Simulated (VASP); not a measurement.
A run of VASP 6.6.1 is set up as follows.

The input INCAR:

```
SYSTEM = Sc
ALGO     = Normal         ! electronic algorithm
EDIFF    = 1E-6           ! SCF threshold, eV
ENCUT    = 520            ! plane-wave cutoff, eV
GGA      = RP             ! functional
ISIF     = 2              ! what is computed and relaxed
ISMEAR   = -1             ! smearing method
LASPH    = .True.         ! aspherical terms in the spheres
LCHARG   = .False.        ! write CHGCAR
LREAL    = .False.        ! projectors in reciprocal space
LWAVE    = .False.        ! write WAVECAR
NBANDS   = 12             ! bands
NELM     = 80             ! most SCF steps
PREC     = Accurate       ! precision mode
SIGMA    = 0.1            ! smearing width, eV
```

KPOINTS

```
k-points
0
Gamma
  12 12 12
  0 0 0
```

Contents of POSCAR:

```
Sc
1.0
    2.8960445529      0.0000000000      0.0000000000
    0.0000000000      2.8960445529      0.0000000000
    0.0000000000      0.0000000000      2.8960445529
Sc
1
Direct
    0.0000000000      0.0000000000      0.0000000000
```

Potentials or basis: VASP PAW PBE potentials, release 64 (Sc_sv).

Launch:

```console
$ cat potpaw_PBE.64/Sc_sv/POTCAR > POTCAR
$ mpirun -np 1 vasp_std > vasp.out
```

(1) Estimate the pressure.

Results:

(1) 5.0 GPa.

Caveat: the PAW data sets were made with another functional, which shifts forces and pressure a little.
